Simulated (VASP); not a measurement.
Wanted: the native input for a VASP 6.6.1 run.

| Property | Result |
| --- | --- |
| Task | single point |
| Functional | PBE |
| Potentials or basis | VASP PAW PBE potentials, release 64 (Al, N) |
| Cutoff | 520 eV |
| k mesh | 10 × 10 × 10 |
| Occupations | gaussian, width 0.05 eV |
| Spin | no spin polarisation |
| Dipole correction | no |
| Further INCAR settings | ALGO = Normal; EDIFF = 1e-06; NBANDS = 11 |

The structure of AlN lies in POSCAR:

```
AlN
1.0
    0.0000000000      2.3055703484      1.9597347961
    2.3055703484      0.0000000000      1.9597347961
    2.3055703484      2.3055703484      0.0000000000
Al N
1 1
Direct
    0.0000000000      0.0000000000      0.0000000000
    0.7500000000      0.7500000000      0.7500000000
```

This cell differs from its parent crystal: ratio of the length along z to the lengths across it x 0.85, volume and fractional coordinates fixed.

One way to write it, as run:

INCAR

```
SYSTEM = AlN
ALGO = Normal
EDIFF = 1E-6
ENCUT = 520
GGA = PE
ISIF = 2
ISMEAR = 0
LASPH = .TRUE.
LCHARG = .FALSE.
LREAL = .FALSE.
LWAVE = .FALSE.
NBANDS = 11
NELM = 60
PREC = Accurate
SIGMA = 0.05
```

KPOINTS

```
k-points
0
G
  10 10 10
  0 0 0
```

Potentials or basis: VASP PAW PBE potentials, release 64 (Al, N).

Launch:

```console
$ cat potpaw_PBE.64/Al/POTCAR potpaw_PBE.64/N/POTCAR > POTCAR
$ mpirun -np 1 vasp_std > vasp.out
```

It gave:

* Pressure: 2.2 GPa
* Band gap on the k mesh: 2.73 eV, indirect (least direct gap 3.74 eV)

Wall time 28 s on 1 thread of AMD EPYC 7R43 64-Core Processor (Zen 3) (shared host), peak memory 0.12 GiB.
